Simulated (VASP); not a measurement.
AlN, 4 atoms in the cell. It takes space group P6_3mc (No. 186, hexagonal). Conventional cell: a = 3.172 Å, b = 3.172 Å, c = 5.076 Å, α = 90.00°, β = 90.00°, γ = 120.00°. Al (site symmetry 3m) has 4 N at 1.92 to 1.95 Å within 2.5 Å. N (site symmetry 3m) has 4 Al at 1.92 to 1.95 Å within 2.5 Å.  This cell differs from its parent crystal: volume scaled by 1.06.

```yaml
Program: VASP 6.6.1
Task: electric field gradients
Functional: PBEsol
Potentials_or_basis: VASP PAW PBE potentials, release 64 (Al, N)
Cutoff: 520 eV
k_mesh: 10 × 10 × 6
Occupations: fermi-dirac, width 0.03 eV
Spin: no spin polarisation
Dipole_correction: no
Further_INCAR_settings: ALGO = Normal; EDIFF = 1e-08; NBANDS = 16
```

Potentials or basis: VASP PAW PBE potentials, release 64 (Al, N).

Launch:

```bash
$ cat potpaw_PBE.64/Al/POTCAR potpaw_PBE.64/N/POTCAR > POTCAR
$ mpirun -np 1 vasp_std > vasp.out
```

Hardware: 1 thread of Intel(R) Xeon(R) 6975P-C (Granite Rapids), with other jobs on the host.

Question: How long does it take, and how much memory?

Answer: Wall time 12 s on 1 thread of Intel(R) Xeon(R) 6975P-C (Granite Rapids), on a shared host, peak memory 0.17 GiB. Counts: scf iterations 16, k points 56.
